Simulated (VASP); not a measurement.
Write the native input for VASP 6.6.1 that does the following.

* Task: single point
* Functional: PBE
* Potentials or basis: VASP PAW PBE potentials, release 64 (Ti_sv, Sn_d)
* Cutoff: 520 eV
* k mesh: 6 × 6 × 8
* Occupations: gaussian, width 0.1 eV
* Spin: collinear spin
* Starting moments: [2.17, 0.0, 0.0, 0.0, 0.0, 0.0] μB
* Dipole correction: no
* Further INCAR settings: ALGO = Normal; EDIFF = 1e-06; NBANDS = 54

The structure of TiSn5 lies in POSCAR:

```
TiSn5
1.0
    5.9288861777      0.0000000000      0.0000000000
   -2.9644430888      5.1345660460      0.0000000000
    0.0000000000      0.0000000000      5.7659261475
Ti Sn
1 5
Direct
    0.0000000000      0.0000000000      0.0000000000
    0.3333333333      0.6666666667      0.0000000000
    0.6666666667      0.3333333333      0.0000000000
    0.5000000000      0.0000000000      0.5000000000
    0.5000000000      0.5000000000      0.5000000000
    0.0000000000      0.5000000000      0.5000000000
```

The cell was generated, and may not be a known phase.

One way to write it, as run:

INCAR

```
SYSTEM = TiSn5
PREC = Accurate ; ENCUT = 520
EDIFF = 1E-6 ; ISMEAR = 0
SIGMA = 0.1 ; LREAL = .FALSE.
LASPH = .TRUE. ; NELM = 150
ALGO = Normal ; ISIF = 2
LWAVE = .FALSE. ; LCHARG = .TRUE.
ISPIN = 2 ; MAGMOM = 2.17 0 0 0 0 0
LORBIT = 11 ; LMAXMIX = 4
GGA = PE ; LVHAR = .TRUE.
NBANDS = 54 ; KPAR = 4
```

KPOINTS

```
regular mesh
0
G
  6 6 8
  0 0 0
```

Potentials or basis: VASP PAW PBE potentials, release 64 (Ti_sv, Sn_d).

Run with:

```console
$ cat potpaw_PBE.64/Ti_sv/POTCAR potpaw_PBE.64/Sn_d/POTCAR > POTCAR
$ mpirun -np 4 vasp_std > vasp.out
```

It gave:

```
Pressure                                              : -0.6 GPa
Net moment                                            : 0.25 μB per cell
Site moments                                          : Ti +0.07; Sn +0.02, +0.01 (each value once) μB
Valence electrons inside the program's atomic spheres : Ti 9.98; Sn 12.15, 12.25 (each value once)
```

Caveat: a moment this small can come from the mesh or the smearing.

Run time: 14 min on 4 MPI ranks on AMD EPYC 7R13 Processor (Zen 3) (shared host), peak memory 0.72 GiB a rank.
